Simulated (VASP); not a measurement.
Runs of VASP 6.6.1 on Pd. The structure is that of space group Fm-3m (No. 225), or close to it. The cells are those of the table. 

```tsv
task	cell	cutoff (eV)	smearing	gap on the mesh (eV)	pressure (GPa)	relaxed volume (Å³/atom)
single point	a = 2.788 Å, angles 60.0°, 1 atom	520	gaussian 0.1 eV	none	-0.2	-
single point	a = 2.792 Å, angles 60.0°, 1 atom	520	fermi-dirac 0.15 eV	none	-0.3	-
relaxation of cell and atoms	relaxed from a = 2.788 Å, angles 60.0°, 1 atom	600	fermi-dirac 0.15 eV	none	0.0	(a)
relaxation of cell and atoms	relaxed from a = 2.770 Å, angles 60.0°, 1 atom	600	gaussian 0.1 eV	none	0.0	15.30
```

Alike in all rows: level PBE; potentials or basis VASP PAW PBE potentials, release 64 (Pd); no spin polarisation; k mesh 16 × 16 × 16.

Estimate the missing entries.

(a) 15.36.

A k mesh can miss the band edges, and the runs leave out spin-orbit coupling on Pd.

A gap of «none» marks levels without a gap at the run's occupations.
